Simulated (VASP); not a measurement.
Here is a VASP 6.6.1 calculation.

The input INCAR:

```
SYSTEM = Ti
ALGO = Normal
EDIFF = 1E-6
ENCUT = 500
GGA_COMPAT = .False.
ISIF = 2
ISMEAR = 0
LASPH = .True.
LCHARG = .False.
LREAL = .False.
LWAVE = .False.
NBANDS = 12
NELM = 120
PREC = Accurate
SIGMA = 0.1
```

Contents of KPOINTS:

```
k-points
0
Gamma
  6 6 6
  0 0 0
```

POSCAR

```
Ti
1.0
    0.0000000000      2.0300000000      2.0300000000
    2.0300000000      0.0000000000      2.0300000000
    2.0300000000      2.0300000000      0.0000000000
Ti
1
Direct
    0.0000000000      0.0000000000      0.0000000000
```

Potentials or basis: VASP PAW LDA potentials, release 64 (Ti_sv).

The run is started by

```bash
$ cat potpaw_LDA.64/Ti_sv/POTCAR > POTCAR
$ mpirun -np 1 vasp_std > vasp.out
```

Question: Predict the band gap on the k mesh.

Answer: Zero (band 6 reaches 9.23 eV, above the bottom of band 7 at 8.30 eV).

Question: What does it give for the pressure?

Answer: -4.4 GPa.

Caveat: the k points lie up to 0.45 Å⁻¹ apart.
